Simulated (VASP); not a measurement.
Runs of VASP 6.6.1 on CsBr. The structure is that of space group Pm-3m (No. 221), or close to it. The cells are those of the table. 

| task | level | cell | cutoff (eV) | gap on the mesh (eV) | pressure (GPa) | relaxed volume (Å³/atom) |
| --- | --- | --- | --- | --- | --- | --- |
| relaxation of cell and atoms | PBE | relaxed from a = 4.495 Å, 2 atoms | 500 | 4.23 | 0.0 | 42.40 |
| single point | PBE | a = 4.391 Å, 2 atoms | 500 | (a) | 0.0 | - |
| relaxation of cell and atoms | r2SCAN | relaxed from a = 4.391 Å, 2 atoms | 550 | 5.16 | 0.0 | 40.50 |
| single point | r2SCAN | a = 4.319 Å, 2 atoms | 550 | (b) | 0.1 | - |

Alike in all rows: no spin polarisation.

Fill in the values left out.

(a) 4.24; (b) 5.19.

Caveats: spin-orbit coupling is left out, which moves the levels of the heavy elements; the PAW data sets were made with another functional, which shifts forces and pressure a little (at least some runs).

A k mesh can miss the band edges, and the runs leave out spin-orbit coupling on Br, Cs.
